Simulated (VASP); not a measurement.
A run of VASP 6.6.1 is set up as follows.

INCAR

```
AGGAC = 1.0
AGGAX = 1.0
ALDAC = 0.0
ALDAX = 1.0
ALGO = Normal
EDIFF = 1E-6
ENCUT = 500
GGA = B5
GGA_COMPAT = F
ISIF = 2
ISMEAR = -1
ISPIN = 2
LASPH = T
LCHARG = F
LMAXMIX = 4
LORBIT = 11
LREAL = F
LWAVE = F
MAGMOM = 0.294
NBANDS = 15
NELM = 200
PREC = Accurate
SIGMA = 0.1
```

The input KPOINTS:

```
k-points
0
Gamma
  7 7 7
```

Contents of POSCAR:

```
Pd
1.0
    0.0000000000      2.0158808850      2.0158808850
    2.0158808850      0.0000000000      2.0158808850
    2.0158808850      2.0158808850      0.0000000000
Pd
1
Direct
    0.0000000000      0.0000000000      0.0000000000
```

Potentials or basis: VASP PAW PBE potentials, release 64 (Pd).

Run with:

```console
$ cat potpaw_PBE.64/Pd/POTCAR > POTCAR
$ mpirun -np 1 vasp_std > vasp.out
```

(1) What does it give for the net moment?

(2) Estimate the band gap on the k mesh.

(3) Predict the pressure.

## Answers

(1) 0.00 μB per cell.

(2) zero (filled and empty bands overlap).

(3) 0.4 GPa.

Caveat: the k points lie up to 0.39 Å⁻¹ apart; the PAW data sets were made with another functional, which shifts forces and pressure a little.
